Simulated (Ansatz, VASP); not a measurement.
## One calculation of NaI, two programs

```
CELL_PARAMETERS angstrom
0.06473 3.26876 3.26876
3.26876 0.06473 3.26876
3.26876 3.26876 0.06473
ATOMIC_POSITIONS crystal
Na 0.00000 0.00000 0.00000
I 0.50000 0.50000 0.50000
```

Change from the starting cell: equal xy, yz and zx shear strains of +2 %, crystal datasets.

Alike in both runs: task electric field gradients; functional LDA; k mesh 8 × 8 × 8; occupations fermi-dirac, width 0.02 eV; no spin polarisation.

```csv
,VASP,Ansatz
version,VASP 6.6.1,Ansatz 0.2.0
potentials or method,"VASP PAW LDA potentials, release 64 (Na_pv, I), cutoff 520 eV","all-electron PAW with datasets made for the crystal, scalar-relativistic"
```

```csv
,VASP,Ansatz,Ansatz less VASP
gap on the k mesh at the Fermi level (eV),3.29,3.28,-0.013
pressure (GPa),-1.6,-1.6,-0.01
"traceless stress, the component that is largest in VASP (GPa)",-0.14,-0.14,0.000
size of Vzz on the site where it differs most (V/Å²),18.8,19.5,+0.65
```

LDA's correlation is that of Perdew and Zunger in VASP and of Perdew and Wang (1992) in Ansatz. Ansatz ran all-electron here, and VASP with PAW potentials.

Spin-orbit coupling is off throughout.
